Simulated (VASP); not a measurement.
A run of VASP 6.6.1 is set up as follows.

INCAR

```
PREC     = Accurate       # precision mode
ENCUT    = 520            # plane-wave cutoff, eV
EDIFF    = 1E-6           # SCF threshold, eV
ISMEAR   = 0              # smearing method
SIGMA    = 0.05           # smearing width, eV
LREAL    = False          # projectors in reciprocal space
LASPH    = True           # aspherical terms in the spheres
NELM     = 100            # most SCF steps
ALGO     = Normal         # electronic algorithm
ISIF     = 2              # what is computed and relaxed
LWAVE    = False          # write WAVECAR
LCHARG   = False          # write CHGCAR
GGA      = PE             # functional
NBANDS   = 18             # bands
```

KPOINTS

```
Automatic mesh
0
Gamma
  10 10 10
```

POSCAR

```
BiS
1.0
    3.5314451769      0.0000000000      0.0000000000
    0.0000000000      3.5314451769      0.0000000000
    0.0000000000      0.0000000000      3.5314451769
Bi S
1 1
Direct
    0.0000000000      0.0000000000      0.0000000000
    0.5000000000      0.5000000000      0.5000000000
```

Potentials or basis: VASP PAW PBE potentials, release 64 (Bi_d, S).

The run is started by

```bash
$ cat potpaw_PBE.64/Bi_d/POTCAR potpaw_PBE.64/S/POTCAR > POTCAR
$ mpirun -np 1 vasp_std > vasp.out
```

(1) Estimate the pressure.

Answers

(1) 3.2 GPa.
